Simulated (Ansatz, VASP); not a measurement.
**Si3As in VASP and in Ansatz**

```
Si As
1.0
     3.50826    0.00000    0.00000
    -1.75413    3.03824    0.00000
     0.00000    0.00000    6.46415
Si As
3 1
Direct
  0.33333 0.66667 0.50000
  0.00000 0.00000 0.73186
  0.00000 0.00000 0.26814
  0.33333 0.66667 0.00000
```

Change from the starting cell: species swapped into the Tc3N type (P-6m2, No. 187).

Alike in both runs: functional PBE; k mesh 18 × 18 × 8; occupations gaussian, width 0.1 eV; no spin polarisation.

Ansatz relaxed the structure, and its values are those at the end. VASP's run is a single point on that final structure, the one shown.

```csv
,VASP,Ansatz
version,VASP 6.6.1,Ansatz 0.2.0
potentials or method,"VASP PAW PBE potentials, release 64 (Si, As), cutoff 520 eV","scalar-relativistic, plane waves, PAW"
valence electrons in the cell,17,27
```

```tsv
	VASP	Ansatz	Ansatz less VASP
gap on the k mesh at the Fermi level (eV)	none	none	-
pressure (GPa)	0.0	0.0	-0.05
rms of the force components (eV/Å)	0.007	0.000	-0.0065
```

A gap of «none» marks a metal or a gap that the smearing closes. With one functional, cell and mesh, what is left measures potentials, basis and numerics. VASP's potentials hold 17 valence electrons a cell and Ansatz's 27, so a difference there can come from the potentials and not from the codes.
